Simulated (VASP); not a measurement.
Write the native input for VASP 6.6.1 that does the following.

```
Task                   : single point
Functional             : PBE
Potentials or basis    : VASP PAW PBE potentials, release 64 (Eu)
Cutoff                 : 520 eV
k mesh                 : 12 × 12 × 7
Occupations            : fermi-dirac, width 0.1 eV
Spin                   : collinear spin, ferromagnetic start
Starting moments       : [7.0, 7.0] μB
Dipole correction      : no
Further INCAR settings : ALGO = Normal; EDIFF = 1e-07; NBANDS = 28
```

The structure of Eu lies in POSCAR:

```
Eu
1.0
    3.9286687184      0.0000000000      0.0000000000
   -1.9643343592      3.4023269132      0.0000000000
    0.0000000000      0.0000000000      6.3023186568
Eu
2
Direct
    0.3333333333      0.6666666667      0.2500000000
    0.6666666667      0.3333333333      0.7500000000
```

This isn't the form of Eu at room conditions, which is bcc.

The input as run:

INCAR

```
SYSTEM = Eu
PREC = Accurate
ENCUT = 520
EDIFF = 1E-7
ISMEAR = -1
SIGMA = 0.1
LREAL = .FALSE.
LASPH = .TRUE.
NELM = 150
ALGO = Normal
ISIF = 2
LWAVE = .FALSE.
LCHARG = .TRUE.
ISPIN = 2
MAGMOM = 7 7
LORBIT = 11
LMAXMIX = 6
GGA = PE
LELF = .TRUE.
LVHAR = .TRUE.
NBANDS = 28
```

KPOINTS

```
regular mesh
0
G
  12 12 7
  0 0 0
```

Potentials or basis: VASP PAW PBE potentials, release 64 (Eu).

The run is started by

```bash
$ cat potpaw_PBE.64/Eu/POTCAR > POTCAR
$ mpirun -np 1 vasp_std > vasp.out
```

It gave:

The pressure is -0.2 GPa, the net moment is 15.05 μB per cell and the site moments are Eu +6.72 μB. The valence electrons inside the program's atomic spheres are Eu 14.73.

Wall time 6.9 min on 1 thread of Intel(R) Xeon(R) Platinum 8488C (Sapphire Rapids), with other jobs on the host, peak memory 0.43 GiB.
